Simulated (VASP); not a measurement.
# MgO (Fm-3m) in VASP: a series of runs

MgO is run at these levels: PBE, r2SCAN; tasks: single point, relaxation of cell and atoms.

Everything below comes from runs of VASP 6.6.1. Logs are shortened: lines on timing, memory, paths and dates and some standing lists are left out, and cuts for length are marked.

**Experimental background.**

From “Electronic structure of alkaline earth and post-transition metal oxides”, 2009, arxiv:0908.1581, for a bulk crystal of MgO: band gap 7.83 eV.

The runs below are set against these values where they give the same quantity.

### 1 The cell of the first run

The structure is cubic, space group Fm-3m (No. 225). Conventional cell: a = 4.254 Å, b = 4.254 Å, c = 4.254 Å, α = 90.00°, β = 90.00°, γ = 90.00°. Within 2.8 Å of Mg (site symmetry m-3m) lie 6 O at 2.13 Å. O (site symmetry m-3m) has 6 Mg at 2.13 Å within 2.8 Å.

### 2 Single point, PBE

The input, INCAR:

```
SYSTEM = MgO
PREC = Accurate
ENCUT = 520
EDIFF = 1E-7
ISMEAR = 0
SIGMA = 0.02
LREAL = .FALSE.
LASPH = .TRUE.
NELM = 100
ALGO = Normal
ISIF = 2
LWAVE = .FALSE.
LCHARG = .FALSE.
GGA = PE
NBANDS = 11
```

The input, KPOINTS:

```
regular mesh
0
G
  10 10 10
  0 0 0
```

The input, POSCAR:

```
MgO
1.0
    0.0000000000      2.1268522619      2.1268522619
    2.1268522619      0.0000000000      2.1268522619
    2.1268522619      2.1268522619      0.0000000000
Mg O
1 1
Direct
    0.0000000000      0.0000000000      0.0000000000
    0.5000000000      0.5000000000      0.5000000000
```

Potentials or basis: VASP PAW PBE potentials, release 64 (Mg, O).

Run with:

```sh
cat potpaw_PBE.64/Mg/POTCAR potpaw_PBE.64/O/POTCAR > POTCAR
mpirun -np 1 vasp_std > vasp.out
```

OUTCAR:

```text
SYSTEM = MgO
   PREC = Accurate
   ENCUT = 520
   EDIFF = 1E-7
   ISMEAR = 0
   LREAL = .FALSE.
   LASPH = .TRUE.
   NELM = 100
   ISIF = 2
   GGA = PE

 ion  position               nearest neighbor table
   1  0.000  0.000  0.000-   2 2.13   2 2.13   2 2.13   2 2.13   2 2.13   2 2.13
   2  0.500  0.500  0.500-   1 2.13   1 2.13   1 2.13   1 2.13   1 2.13   1 2.13

  LATTYP: Found a face centered cubic cell.
 ALAT       =     4.2537045238

  Lattice vectors:

 A1 = (   0.0000000000,   2.1268522619,   2.1268522619)
 A2 = (   2.1268522619,   0.0000000000,   2.1268522619)
 A3 = (   2.1268522619,   2.1268522619,   0.0000000000)

Analysis of symmetry for initial positions (statically):
=====================================================================
 Subroutine PRICEL returns:
 Original cell was already a primitive cell.

 Routine SETGRP: Setting up the symmetry group for a
 face centered cubic supercell.

 Subroutine GETGRP returns: Found 48 space group operations
 (whereof 48 operations were pure point group operations)
 out of a pool of 48 trial point group operations.

The static configuration has the point symmetry O_h .

Analysis of symmetry for dynamics (positions and initial velocities):
=====================================================================
 Subroutine PRICEL returns:
 Original cell was already a primitive cell.

 Routine SETGRP: Setting up the symmetry group for a
 face centered cubic supercell.

 Subroutine GETGRP returns: Found 48 space group operations
 (whereof 48 operations were pure point group operations)
 out of a pool of 48 trial point group operations.

The dynamic configuration has the point symmetry O_h .

 Subroutine INISYM returns: Found 48 space group operations
 (whereof 48 operations are pure point group operations),
 and found     1 'primitive' translations

----------------------------------------------------------------------------------------

                                     Primitive cell

  volume of cell :      19.2416

  direct lattice vectors                    reciprocal lattice vectors
     0.000000000  2.126852262  2.126852262    -0.235089202  0.235089202  0.235089202
     2.126852262  0.000000000  2.126852262     0.235089202 -0.235089202  0.235089202
     2.126852262  2.126852262  0.000000000     0.235089202  0.235089202 -0.235089202

  length of vectors
     3.007823314  3.007823314  3.007823314     0.407186441  0.407186441  0.407186441

  position of ions in fractional coordinates (direct lattice)
     0.000000000  0.000000000  0.000000000
     0.500000000  0.500000000  0.500000000

  ion indices of the primitive-cell ions
   primitive index   ion index
                 1           1
                 2           2

----------------------------------------------------------------------------------------

 KPOINTS: regular mesh

Automatic generation of k-mesh.
 Grid dimensions read from file:
 generate k-points for:   10   10   10

 Generating k-lattice:

  Cartesian coordinates                     Fractional coordinates (reciprocal lattice)
    -0.023508920  0.023508920  0.023508920     0.100000000  0.000000000  0.000000000
     0.023508920 -0.023508920  0.023508920     0.000000000  0.100000000  0.000000000
     0.023508920  0.023508920 -0.023508920     0.000000000  0.000000000  0.100000000

  Length of vectors
     0.040718644  0.040718644  0.040718644

  Shift w.r.t. Gamma in fractional coordinates (k-lattice)
     0.000000000  0.000000000  0.000000000

 Subroutine IBZKPT returns following result:
 ===========================================

 Found     47 irreducible k-points:

 Following reciprocal coordinates:
            Coordinates               Weight
  0.000000  0.000000  0.000000      1.000000
  0.100000  0.000000  0.000000      8.000000
  0.200000  0.000000  0.000000      8.000000
  0.300000  0.000000  0.000000      8.000000
  0.400000  0.000000  0.000000      8.000000
  0.500000  0.000000  0.000000      4.000000
[... 16 lines left out ...]
  0.300000  0.300000  0.000000      6.000000
  0.400000  0.300000  0.000000     24.000000
 [... further k-points ...]
   k-points           NKPTS =     47   k-points in BZ     NKDIM =     47   number of bands    NBANDS=     11
   number of dos      NEDOS =    301   number of ions     NIONS =      2
   total plane-waves  NPLWV =  13824
   dimension x,y,z NGX =    24 NGY =   24 NGZ =   24
   dimension x,y,z NGXF=    48 NGYF=   48 NGZF=   48
   ions per type =               1   1
   NGX,Y,Z   is equivalent  to a cutoff of  13.27, 13.27, 13.27 a.u.
   NGXF,Y,Z  is equivalent  to a cutoff of  26.53, 26.53, 26.53 a.u.
 SYSTEM =  MgO
   PREC   = accura    normal or accurate (medium, high low for compatibility)
   ISTART =      0    job   : 0-new  1-cont  2-samecut
   ICHARG =      2    charge: 1-file 2-atom 10-const
   ISPIN  =      1    spin polarized calculation?
   LNONCOLLINEAR =      F non collinear calculations
[... 57 lines left out ...]
 fundamental gap:      4.4446208583
 Fermi energy:         3.1436652661

 k-point     1 :       0.0000    0.0000    0.0000
  band No.  band energies     occupation
      1     -14.1459      2.00000
      2       2.9688      2.00000
      3       2.9688      2.00000
      4       2.9688      2.00000
      5       7.4135      0.00000
      6      18.6011      0.00000
      7      18.6011      0.00000
      8      18.6011      0.00000
      9      22.4409      0.00000
     10      24.1811      0.00000
     11      24.1811      0.00000

 k-point     2 :       0.1000    0.0000    0.0000
  band No.  band energies     occupation
      1     -14.0457      2.00000
      2       2.3224      2.00000
      3       2.9047      2.00000
      4       2.9047      2.00000
      5       8.0456      0.00000
      6      17.3597      0.00000
      7      18.8299      0.00000
      8      18.8299      0.00000
      9      23.4092      0.00000
     10      23.4092      0.00000
     11      24.0403      0.00000

 k-point     3 :       0.2000    0.0000    0.0000
  band No.  band energies     occupation
      1     -13.7701      2.00000
      2       1.0307      2.00000
      3       2.7422      2.00000
      4       2.7422      2.00000
      5       9.2447      0.00000
      6      15.8391      0.00000
      7      19.2756      0.00000
      8      19.2756      0.00000
      9      22.7108      0.00000
     10      22.7108      0.00000
     11      24.7608      0.00000

 k-point     4 :       0.3000    0.0000    0.0000
  band No.  band energies     occupation
      1     -13.3998      2.00000
      2      -0.2486      2.00000
      3       2.5509      2.00000
      4       2.5509      2.00000
      5      10.2084      0.00000
      6      15.0970      0.00000
      7      19.3375      0.00000
      8      19.3375      0.00000
      9      23.1637      0.00000
     10      23.1637      0.00000
     11      24.1408      0.00000

 k-point     5 :       0.4000    0.0000    0.0000
  band No.  band energies     occupation
      1     -13.0696      2.00000
      2      -1.1774      2.00000
      3       2.4030      2.00000
      4       2.4030      2.00000
      5      10.6113      0.00000
      6      15.1077      0.00000
      7      19.0958      0.00000
      8      19.0958      0.00000
      9      23.6076      0.00000
     10      24.3923      0.00000
     11      24.3923      0.00000
[... 211 lines left out ...]
 k-point    21 :      -0.3000    0.2000    0.0000
  band No.  band energies     occupation
      1     -12.9947      2.00000
      2      -0.6048      2.00000
      3       1.2236      2.00000
      4       2.3474      2.00000
      5      11.9854      0.00000
      6      14.6848      0.00000
      7      16.8202      0.00000
      8      19.9522      0.00000
      9      22.9732      0.00000
     10      23.6834      0.00000
     11      27.5321      0.00000

 k-point    22 :      -0.2000    0.2000    0.0000
  band No.  band energies     occupation
      1     -13.2895      2.00000
      2      -0.0576      2.00000
      3       1.6796      2.00000
      4       2.5495      2.00000
      5      11.1307      0.00000
      6      14.7131      0.00000
      7      17.7463      0.00000
      8      20.4069      0.00000
      9      21.2256      0.00000
     10      23.9857      0.00000
     11      27.2853      0.00000

 k-point    23 :       0.3000    0.3000    0.0000
  band No.  band energies     occupation
      1     -13.2071      2.00000
      2      -0.1048      2.00000
      3       2.0619      2.00000
      4       2.0619      2.00000
      5      11.5137      0.00000
      6      13.3400      0.00000
      7      17.0751      0.00000
      8      20.5482      0.00000
      9      20.5482      0.00000
     10      26.7822      0.00000
     11      29.7492      0.00000

 k-point    24 :       0.4000    0.3000    0.0000
  band No.  band energies     occupation
      1     -12.9743      2.00000
      2      -0.5110      2.00000
      3       1.7082      2.00000
      4       1.9195      2.00000
      5      12.2528      0.00000
      6      13.0529      0.00000
      7      16.2587      0.00000
      8      20.7614      0.00000
      9      20.9630      0.00000
     10      27.4939      0.00000
     11      29.3590      0.00000

 [... further k-points ...]
[... 5 lines left out ...]
  --------------------------------------------------------------------------------------
  -------------------------------------------------------------------------------------
  Total       -0.0867065     -0.0867065     -0.0867065      0.0000000      0.0000000      0.0000000
  in kB       -7.2197194     -7.2197194     -7.2197194      0.0000000      0.0000000      0.0000000
  external PRESSURE =      -7.2197194 kB  Pullay stress =       0.0000000 kB

 VOLUME and BASIS-vectors are now :
 -----------------------------------------------------------------------------
  energy-cutoff  :      520.00
  volume of cell :       19.24
      direct lattice vectors                 reciprocal lattice vectors
     0.000000000  2.126852262  2.126852262    -0.235089202  0.235089202  0.235089202
     2.126852262  0.000000000  2.126852262     0.235089202 -0.235089202  0.235089202
     2.126852262  2.126852262  0.000000000     0.235089202  0.235089202 -0.235089202

 POSITION                                       TOTAL-FORCE (eV/Angst)
 -----------------------------------------------------------------------------------
      0.00000      0.00000      0.00000        -0.000000     -0.000000     -0.000000
      2.12685      2.12685      2.12685         0.000000      0.000000      0.000000
 -----------------------------------------------------------------------------------
    total drift:                               -0.000000     -0.000000      0.000000

  FREE ENERGIE OF THE ION-ELECTRON SYSTEM (eV)
  ---------------------------------------------------
  free  energy   TOTEN  =       -11.9116871190 eV

  energy  without entropy=      -11.9116871190  energy(sigma->0) =      -11.91168712
```

Run time: 6.3 s. Hardware: 1 thread of Intel Xeon Platinum 8488C (Sapphire Rapids), shared host; peak memory 0.14 GiB.

Results:

```
Free energy            : -11.9117 eV
Pressure               : -0.7 GPa
Band gap on the k mesh : 4.44 eV, direct
```

Levels at points of the mesh, in eV from the valence-band top:
| k point | band 1 | band 2 | band 3 | band 4 | band 5 | band 6 | band 7 | band 8 |
| --- | --- | --- | --- | --- | --- | --- | --- | --- |
| (0.00, 0.00, 0.00) | -17.11 | 0.00 | 0.00 | 0.00 | 4.44 | 15.63 | 15.63 | 15.63 |
| (0.50, 0.00, 0.00) | -15.90 | -4.49 | -0.62 | -0.62 | 7.71 | 12.27 | 16.01 | 16.01 |
| (0.50, 0.50, 0.00) | -15.66 | -3.96 | -1.31 | -1.31 | 9.08 | 9.65 | 12.79 | 18.53 |

### 3 Relaxation of cell and atoms, PBE

This run uses another cell than the first one, of 9.37 Å³/atom, 0.974 times its volume.

The input, INCAR:

```
SYSTEM = MgO
ALGO = Normal ; EDIFF = 1E-7
EDIFFG = -0.005 ; ENCUT = 600
GGA = PE ; IBRION = 2
ISIF = 3 ; ISMEAR = 0
LASPH = .TRUE. ; LCHARG = .FALSE.
LREAL = .FALSE. ; LWAVE = .FALSE.
NELM = 80 ; NSW = 100
PREC = Accurate ; SIGMA = 0.02
```

The input, KPOINTS:

```
k-points
0
G
  10 10 10
  0 0 0
```

The input, POSCAR:

```
MgO
1.0
    0.0000000000      2.1085000000      2.1085000000
    2.1085000000      0.0000000000      2.1085000000
    2.1085000000      2.1085000000      0.0000000000
Mg O
1 1
Direct
    0.0000000000      0.0000000000      0.0000000000
    0.5000000000      0.5000000000      0.5000000000
```

Potentials or basis: VASP PAW PBE potentials, release 64 (Mg, O).

Run with:

```sh
cat potpaw_PBE.64/Mg/POTCAR potpaw_PBE.64/O/POTCAR > POTCAR
mpirun -np 1 vasp_std > vasp.out
```

It took 10 s on 1 thread of Intel Xeon Platinum 8488C (Sapphire Rapids), shared host; peak memory 0.14 GiB.

It converged, with:

```
Free energy                            : -11.9141 eV
Relaxed volume                         : 9.56 Å³/atom
Relaxed cell                           : a = 3.002 Å, b = 3.002 Å, c = 3.002 Å, α = 60.00°, β = 60.00°, γ = 60.00°
Space group after relaxing (to 0.05 Å) : Fm-3m (No. 225)
Energy gained by relaxing              : 1.8 meV/atom
Ionic steps                            : 3
Pressure after relaxing                : 0.0 GPa
Band gap on the k mesh                 : 4.50 eV, direct
```

The path:
```tsv
step	energy change (eV)	largest force (eV/Å)	pressure (GPa)	volume (Å³)
1	0.0000	0.0000	3.12	18.75
2	-0.0032	0.0000	-0.97	19.25
3	-0.0036	0.0000	0.00	19.12
```

Final structure:
```cif
data_structure
_symmetry_space_group_name_H-M 'P 1'
_symmetry_Int_Tables_number 1
_cell_length_a 3.0016
_cell_length_b 3.0016
_cell_length_c 3.0016
_cell_angle_alpha 60.000
_cell_angle_beta 60.000
_cell_angle_gamma 60.000
_cell_volume 19.12
loop_
_atom_site_label
_atom_site_type_symbol
_atom_site_fract_x
_atom_site_fract_y
_atom_site_fract_z
_atom_site_occupancy
Mg1 Mg 0.00000 0.00000 0.00000 1
O1 O 0.50000 0.50000 0.50000 1
```

Levels at points of the mesh, in eV from the valence-band top:
```
           k point  band 2  band 3  band 4  band 5  band 6  band 7
(0.00, 0.00, 0.00)    0.00    0.00    0.00    4.50   15.67   15.67
(0.50, 0.00, 0.00)   -4.52   -0.63   -0.63    7.75   12.34   16.07
(0.50, 0.50, 0.00)   -3.99   -1.32   -1.32    9.09    9.72   12.85
```

PBE gaps usually lie below the measured ones, often by a third to a half. Zero-point motion and thermal expansion aren't in these numbers.

### 4 Single point, r2SCAN

The input, POSCAR:

```
MgO
1.0
    0.0000000000      2.1268522619      2.1268522619
    2.1268522619      0.0000000000      2.1268522619
    2.1268522619      2.1268522619      0.0000000000
Mg O
1 1
Direct
    0.0000000000      0.0000000000      0.0000000000
    0.5000000000      0.5000000000      0.5000000000
```

The input, INCAR.step1:

```
ALGO     = Normal         # electronic algorithm
EDIFF    = 1E-4           # SCF threshold, eV
ENCUT    = 520            # plane-wave cutoff, eV
GGA      = PE             # functional
ISMEAR   = 0              # smearing method
LASPH    = True           # aspherical terms in the spheres
LCHARG   = False          # write CHGCAR
LREAL    = False          # projectors in reciprocal space
LWAVE    = True           # write WAVECAR
NBANDS   = 11             # bands
NELM     = 60             # most SCF steps
PREC     = Accurate       # precision mode
SIGMA    = 0.02           # smearing width, eV
```

The input, INCAR.step2:

```
ALGO     = Normal         # electronic algorithm
EDIFF    = 1E-6           # SCF threshold, eV
ENCUT    = 520            # plane-wave cutoff, eV
ISIF     = 2              # what is computed and relaxed
ISMEAR   = 0              # smearing method
ISTART   = 1            
LASPH    = True           # aspherical terms in the spheres
LCHARG   = False          # write CHGCAR
LMIXTAU  = True         
LREAL    = False          # projectors in reciprocal space
LWAVE    = False          # write WAVECAR
METAGGA  = R2SCAN         # meta-GGA
NBANDS   = 11             # bands
NELM     = 60             # most SCF steps
PREC     = Accurate       # precision mode
SIGMA    = 0.02           # smearing width, eV
```

The input, KPOINTS:

```
k-points
0
Gamma
  10 10 10
```

Run with:

```sh
cat potpaw_PBE.64/Mg/POTCAR potpaw_PBE.64/O/POTCAR > POTCAR
cp INCAR.step1 INCAR
mpirun -np 1 vasp_std > vasp.out
cp INCAR.step2 INCAR
mpirun -np 1 vasp_std > vasp.out
```

Run time: 31 s. Hardware: 1 thread of Intel Xeon 8259CL, shared host; peak memory 0.15 GiB.

The run converged. Its results:

```
Free energy            : -16.1458 eV
Pressure               : -6.6 GPa
Band gap on the k mesh : 5.31 eV, direct
```

Levels at points of the mesh, in eV from the valence-band top:
```
           k point  band 1  band 2  band 3  band 4  band 5  band 6  band 7  band 8
(0.00, 0.00, 0.00)  -18.05    0.00    0.00    0.00    5.31   16.66   16.66   16.66
(0.50, 0.00, 0.00)  -16.88   -4.48   -0.64   -0.64    8.60   13.46   17.11   17.11
(0.50, 0.50, 0.00)  -16.64   -3.98   -1.33   -1.33    9.99   10.73   13.96   19.90
```

Caveat: the PAW data sets were made with another functional, which shifts forces and pressure a little.

### 5 The runs side by side

| task | level | cell | cutoff (eV) | gap on the mesh (eV) | pressure (GPa) |
| --- | --- | --- | --- | --- | --- |
| single point | PBE | a = 3.008 Å, angles 60.0°, 2 atoms | 520 | 4.44 | -0.7 |
| relaxation of cell and atoms | PBE | relaxed from a = 2.982 Å, angles 60.0°, 2 atoms | 600 | 4.50 | 0.0 |
| single point | r2SCAN | a = 3.008 Å, angles 60.0°, 2 atoms | 520 | 5.31 | -6.6 |

Alike in all rows: potentials or basis VASP PAW PBE potentials, release 64 (Mg, O); no spin polarisation; k mesh 10 × 10 × 10; smearing gaussian 0.02 eV.

Caveats: the PAW data sets were made with another functional, which shifts forces and pressure a little (some runs).

Absolute energies hang on the potentials; compare differences alone.

### 6 Comparison with measurements

Step 2. Measured gap of MgO: 7.83 eV (quoted in “Electronic structure of alkaline earth and post-transition metal oxides”, 2009, arxiv:0908.1581). This calculation gives 4.44 eV (-3.39 eV). The value is that of PBE, without temperature or zero-point motion. Semilocal functionals fall short of measured gaps as a rule.
